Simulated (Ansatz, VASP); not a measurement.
# One calculation of EuO, two programs

INCAR

```
SYSTEM = EuO
PREC = Accurate
ENCUT = 520
EDIFF = 1E-8
ISMEAR = -1
SIGMA = 0.05
LREAL = .FALSE.
LASPH = .TRUE.
NELM = 200
ALGO = Normal
ISIF = 2
LWAVE = .FALSE.
LCHARG = .FALSE.
ISPIN = 2
MAGMOM = 7 0
LORBIT = 11
LMAXMIX = 6
GGA = PE
LEFG = .TRUE.
NBANDS = 22
GGA_COMPAT = .FALSE.
```

The input KPOINTS:

```
regular mesh
0
G
  14 14 14
  0 0 0
```

POSCAR

```
EuO
1.0
    0.0000000000      2.5512959924      2.5512959924
    2.5512959924      0.0000000000      2.5512959924
    2.5512959924      2.5512959924      0.0000000000
Eu O
1 1
Direct
    0.0000000000      0.0000000000      0.0000000000
    0.5000000000      0.5000000000      0.5000000000
```

Input for Ansatz:

```yaml
crystal:
  lattice:
    - [0.0, 2.5512959924, 2.5512959924]
    - [2.5512959924, 0.0, 2.5512959924]
    - [2.5512959924, 2.5512959924, 0.0]
  atoms:
    - { symbol: Eu, position: [0.0, 0.0, 0.0], spin: 7.0 }
    - { symbol: O, position: [0.5, 0.5, 0.5] }
magnetization:
  spin_polarized: true
kpoints:
  mp_grid: { grid: [14, 14, 14] }
scf:
  occupations: { method: fermi_dirac, width: 0.05 }
hamiltonian:
  xc: pbe
  pseudopotentials: { kind: paw }
output:
  forces: true
  stress: true
  eigenvalues: true
  efg: { contact_densities: true }
```

Change from the starting cell: volume scaled by 1.025, PAW files.

Alike in both runs: task electric field gradients; functional PBE; k mesh 14 × 14 × 14; occupations fermi-dirac, width 0.05 eV; collinear spin.

|  | VASP | Ansatz |
| --- | --- | --- |
| version | VASP 6.6.1 | Ansatz 0.2.0 |
| potentials or method | VASP PAW PBE potentials, release 64 (Eu, O) | PAW with Ansatz's default frozen-core files, scalar-relativistic |
| plane-wave cutoff (eV) | 520 | 420 |
| valence electrons in the cell | 23 | 23 |

Ansatz gave:

| Property | Result |
| --- | --- |
| pressure (GPa) | -2.2 |
| net moment per atom (μB) | 3.48 |
| size of the moment on the site where the two differ most (μB) | 6.60 |

**Question.** Which values does VASP return?

**Answer.** Pressure (GPa): -2.5; net moment per atom (μB): 3.48; size of the moment on the site where the two differ most (μB): 6.58.

Site moments also hang on the region over which each program counts them. The functional is the same, so the differences come from potentials, cutoffs and numerics.

Spin-orbit coupling is off throughout.
